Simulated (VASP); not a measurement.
Input of a VASP 6.6.1 run:

Contents of INCAR:

```
SYSTEM = Pb
PREC = Accurate
ENCUT = 520
EDIFF = 1E-6
ISMEAR = -1
SIGMA = 0.1
LREAL = .False.
LASPH = .True.
NELM = 100
ALGO = Normal
ISIF = 2
LWAVE = .False.
LCHARG = .False.
GGA = PS
NBANDS = 13
```

Contents of KPOINTS:

```
Automatic mesh
0
Gamma
  15 15 15
  0 0 0
```

The input POSCAR:

```
Pb
1.0
    0.0000000000      2.2417307380      2.2417307380
    2.2417307380      0.0000000000      2.2417307380
    2.2417307380      2.2417307380      0.0000000000
Pb
1
Direct
    0.0000000000      0.0000000000      0.0000000000
```

Potentials or basis: VASP PAW PBE potentials, release 64 (Pb_d).

Command:

```bash
$ cat potpaw_PBE.64/Pb_d/POTCAR > POTCAR
$ mpirun -np 1 vasp_std > vasp.out
```

(1) Predict the band gap on the k mesh.

(2) What does it give for the pressure?

## Answers

(1) zero (bands 7 and 8 overlap by 11.95 eV).

(2) 27.4 GPa.

Caveat: the cell stands under pressure; the PAW data sets were made with another functional, which shifts forces and pressure a little; spin-orbit coupling is left out, which moves the levels of the heavy elements.
